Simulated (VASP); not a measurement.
In3GaAs4:

```
CELL_PARAMETERS angstrom
4.05568 0.00000 0.00000
-2.02784 3.51232 0.00000
0.00000 0.00000 13.37700
ATOMIC_POSITIONS crystal
In 0.33333 0.66667 0.99999
In 0.66667 0.33333 0.24999
In 0.66667 0.33333 0.74999
Ga 0.33333 0.66667 0.49999
As 0.33333 0.66667 0.18701
As 0.33333 0.66667 0.68701
As 0.66667 0.33333 0.43701
As 0.66667 0.33333 0.93701
```

```yaml
Program: VASP 6.6.1
Task: relaxation of cell and atoms
Functional: PBE
Potentials_or_basis: VASP PAW PBE potentials, release 64 (In_d, Ga_d, As)
Cutoff: 600 eV
k_mesh: 6 × 6 × 2
Occupations: gaussian, width 0.1 eV
Spin: no spin polarisation
```

At the start: pressure 13.2 GPa; volume 23.82 Å³/atom.

Question: How do energy, volume and symmetry change on relaxing?

Answer: Over 11 steps the energy falls by 175.5 meV/atom and the volume is 28.19 Å³/atom (+18.4 %); space group P3m1 (No. 156, to 0.1 Å) before and after.

The path:
| step | energy change (eV) | largest force (eV/Å) | pressure (GPa) | volume (Å³) |
| --- | --- | --- | --- | --- |
| 1 | 0.0000 | 1.4906 | 13.20 | 190.55 |
| 2 | -1.0360 | 0.3202 | -3.96 | 249.94 |
| 3 | -1.3420 | 0.4512 | -0.10 | 227.08 |
| 4 | -1.3416 | 0.4381 | -0.31 | 227.85 |
| 5 | -1.3629 | 0.2949 | -0.25 | 227.33 |
| 6 | -1.3866 | 0.2940 | -0.01 | 225.88 |
| 7 | -1.3979 | 0.1580 | 0.06 | 225.41 |
| 8 | -1.4013 | 0.1483 | 0.13 | 225.00 |
| 9 | -1.4028 | 0.0730 | -0.12 | 226.12 |
| 10 | -1.4032 | 0.0565 | -0.04 | 225.75 |
| 11 | -1.4037 | 0.0153 | 0.02 | 225.56 |

Final structure:
```yaml
crystal:
  lattice:
    - [4.29293, 0.00000, 0.00000]
    - [-2.14647, 3.71779, 0.00000]
    - [0.00000, 0.00000, 14.13240]
  atoms:
    - { symbol: In, position: [0.33333, 0.66667, 0.00010] }
    - { symbol: In, position: [0.66667, 0.33333, 0.25654] }
    - { symbol: In, position: [0.66667, 0.33333, 0.74416] }
    - { symbol: Ga, position: [0.33333, 0.66667, 0.50010] }
    - { symbol: As, position: [0.33333, 0.66667, 0.18951] }
    - { symbol: As, position: [0.33333, 0.66667, 0.67741] }
    - { symbol: As, position: [0.66667, 0.33333, 0.44674] }
    - { symbol: As, position: [0.66667, 0.33333, 0.93344] }
```

Caveat: the volume moved by over 15 % at a fixed basis, so the end points are rough.
